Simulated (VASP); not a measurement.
A run of VASP 6.6.1 is set up as follows.

The input INCAR:

```
PREC = Accurate ; ENCUT = 520
EDIFF = 1E-8 ; ISMEAR = -1
SIGMA = 0.05 ; LREAL = F
LASPH = T ; NELM = 100
ALGO = Normal ; ISIF = 2
LWAVE = F ; LCHARG = F
GGA = PS ; LEFG = T
NBANDS = 11
```

KPOINTS

```
Automatic mesh
0
Gamma
  18 18 18
```

The input POSCAR:

```
Pd
1.0
    0.0000000000      1.9449000000      1.9449000000
    1.9449000000      0.0000000000      1.9449000000
    1.9449000000      1.9449000000      0.0000000000
Pd
1
Direct
    0.0000000000      0.0000000000      0.0000000000
```

Potentials or basis: VASP PAW PBE potentials, release 64 (Pd).

Command:

```sh
$ cat potpaw_PBE.64/Pd/POTCAR > POTCAR
$ mpirun -np 1 vasp_std > vasp.out
```

Q: Predict the band gap on the k mesh.

A: Zero (band 5 reaches 9.96 eV, above the bottom of band 6 at 8.37 eV).

Q: What does it give for the pressure?

A: -2.5 GPa.

Caveat: without QUAD_EFG the Cq values of the log hold for a quadrupole moment of 1 mb, not for the nuclei; the PAW data sets were made with another functional, which shifts forces and pressure a little.
